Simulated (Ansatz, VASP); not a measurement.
# HfO2 in VASP and in Ansatz

The input INCAR:

```
SYSTEM = HfO2
ALGO = Normal
EDIFF = 1E-6
ENCUT = 520
GGA = PE
ISIF = 2
ISMEAR = -1
LASPH = .TRUE.
LCHARG = .FALSE.
LREAL = .FALSE.
LWAVE = .FALSE.
NBANDS = 31
NELM = 80
PREC = Accurate
SIGMA = 0.02
```

KPOINTS

```
k-points
0
G
  8 8 6
  0 0 0
```

Contents of POSCAR:

```
HfO2
1.0
    3.6839934451      0.0000000000      0.0000000000
    0.0000000000      3.6839934451      0.0000000000
    0.0000000000      0.0000000000      5.3582911391
Hf O
2 4
Direct
    0.5000000000      0.5000000000      0.5000000000
    0.0000000000      0.0000000000      0.0000000000
    0.0000000000      0.5000000000      0.6794696950
    0.5000000000      0.0000000000      0.8205303050
    0.5000000000      0.0000000000      0.3205303050
    0.0000000000      0.5000000000      0.1794696950
```

Input for Ansatz:

```yaml
crystal:
  lattice:
    - [3.6839934451, 0.0, 0.0]
    - [0.0, 3.6839934451, 0.0]
    - [0.0, 0.0, 5.3582911391]
  atoms:
    - { symbol: Hf, position: [0.5, 0.5, 0.5] }
    - { symbol: Hf, position: [0.0, 0.0, 0.0] }
    - { symbol: O, position: [0.0, 0.5, 0.679469695] }
    - { symbol: O, position: [0.5, 0.0, 0.820530305] }
    - { symbol: O, position: [0.5, 0.0, 0.320530305] }
    - { symbol: O, position: [0.0, 0.5, 0.179469695] }
kpoints:
  mp_grid: { grid: [8, 8, 6] }
  band_path:
    path:
      - [0.0, 0.0, 0.0]
      - [0.0, 0.5, 0.0]
      - [0.5, 0.5, 0.0]
      - [0.0, 0.0, 0.5]
      - [0.0, 0.5, 0.5]
      - [0.5, 0.5, 0.5]
      - [0.25, 0.25, 0.0]
    npoints: 1
hamiltonian:
  xc: pbe
scf:
  occupations: { method: fermi_dirac, width: 0.02 }
  n_extra_bands: 5
output:
  forces: true
  stress: true
  eigenvalues: true
  write_density: true
  write_potential: true
  elf: true
  volumetric_format: npy
```

Change from the starting cell: hydrostatic strain +3.0%.

Alike in both runs: task single point; functional PBE; k mesh 8 × 8 × 6; occupations fermi-dirac, width 0.02 eV; no spin polarisation.

|  | VASP | Ansatz |
| --- | --- | --- |
| version | VASP 6.6.1 | Ansatz 0.2.0 |
| potentials or method | VASP PAW PBE potentials, release 64 (Hf_pv, O) | plane waves, PAW |
| plane-wave cutoff (eV) | 520 | 420 |
| valence electrons in the cell | 44 | 76 |

```csv
,VASP,Ansatz,Ansatz less VASP
gap on the k mesh at the Fermi level (eV),4.41,4.46,+0.050
pressure (GPa),-12.0,-9.3,+2.70
"traceless stress, the component that is largest in VASP (GPa)",4.78,4.51,-0.267
rms of the force components (eV/Å),0.008,0.037,+0.0289
```

Atom by atom the forces differ by 0.029 eV/Å (rms over components). With one functional, cell and mesh, what is left measures potentials, basis and numerics. VASP's potentials hold 44 valence electrons a cell and Ansatz's 76, so a difference there can come from the potentials and not from the codes.

Spin-orbit coupling is off throughout.
